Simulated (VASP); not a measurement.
Here is a VASP 6.6.1 calculation.

File INCAR:

```
PREC = Accurate ; ENCUT = 600
EDIFF = 1E-6 ; ISMEAR = -1
SIGMA = 0.05 ; LREAL = F
LASPH = T ; NELM = 80
ALGO = Normal ; ISIF = 3
LWAVE = F ; LCHARG = F
GGA = PE ; IBRION = 2
NSW = 60 ; EDIFFG = -0.01
PSTRESS = 300.0
```

The input KPOINTS:

```
Automatic mesh
0
Gamma
  5 5 2
```

POSCAR

```
Ge2Sb2Te5
1.0
    4.2940644248      0.0000000000      0.0000000000
   -2.1470322124      3.7187688774      0.0000000000
    0.0000000000      0.0000000000     17.1013460000
Te Sb Ge
5 2 2
Direct
    0.6666666667      0.3333333333      0.4198920000
    0.3333333333      0.6666666667      0.5801080000
    0.3333333333      0.6666666667      0.2015420000
    0.6666666667      0.3333333333      0.7984580000
    0.0000000000      0.0000000000      0.0000000000
    0.0000000000      0.0000000000      0.3200680000
    0.0000000000      0.0000000000      0.6799320000
    0.6666666667      0.3333333333      0.1028950000
    0.3333333333      0.6666666667      0.8971050000
```

Potentials or basis: VASP PAW PBE potentials, release 64 (Te, Sb, Ge_d).

Command:

```bash
$ cat potpaw_PBE.64/Te/POTCAR potpaw_PBE.64/Sb/POTCAR potpaw_PBE.64/Ge_d/POTCAR > POTCAR
$ mpirun -np 1 vasp_std > vasp.out
```

Problem. Estimate the relaxed cell.

Solution. a = 3.652 Å, b = 3.652 Å, c = 16.737 Å, α = 90.00°, β = 90.00°, γ = 120.00°.

Problem. Estimate the relaxed volume.

Solution. 21.48 Å³/atom.

Final structure:
```
CELL_PARAMETERS angstrom
3.65195 0.00000 0.00000
-1.82597 3.16268 0.00000
0.00000 0.00000 16.73711
ATOMIC_POSITIONS crystal
Te 0.66667 0.33333 0.43521
Te 0.33333 0.66667 0.56479
Te 0.33333 0.66667 0.19932
Te 0.66667 0.33333 0.80068
Te 0.00000 0.00000 0.00000
Sb 0.00000 0.00000 0.32180
Sb 0.00000 0.00000 0.67820
Ge 0.66667 0.33333 0.10104
Ge 0.33333 0.66667 0.89896
```

Caveat: the cell is relaxed towards a set pressure, so the run minimises the enthalpy, not the energy; the volume moved by over 15 % at a fixed basis, so the end points are rough.
